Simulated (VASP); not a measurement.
C: single point with LDA

C:

```
CELL_PARAMETERS angstrom
0.00000 1.80684 1.80684
1.80684 0.00000 1.80684
1.80684 1.80684 0.00000
ATOMIC_POSITIONS crystal
C 0.75000 0.75000 0.75000
C 0.50000 0.50000 0.50000
```

```
Program             : VASP 6.6.1
Task                : single point
Functional          : LDA
Potentials or basis : VASP PAW LDA potentials, release 64 (C)
Cutoff              : 520 eV
k mesh              : 13 × 13 × 13
Occupations         : fermi-dirac, width 0.05 eV
Spin                : no spin polarisation
```

| Property | Result |
| --- | --- |
| Pressure | -27.1 GPa |
| Band gap on the k mesh | 4.02 eV, indirect (least direct gap 5.43 eV) |

Levels at points of the mesh, in eV from the valence-band top:
```tsv
k point	band 1	band 2	band 3	band 4	band 5	band 6	band 7	band 8	band 9
(0.00, 0.00, 0.00)	-20.80	0.00	0.00	0.00	5.43	5.43	5.43	12.67	18.50
```

Wall time 4.9 s on 1 thread of AMD EPYC 9R45 96-Core Processor (Zen 5) (shared host), peak memory 0.08 GiB.

A k mesh can miss the band edges. A hybrid or GW would open this gap; LDA tends to underestimate it.
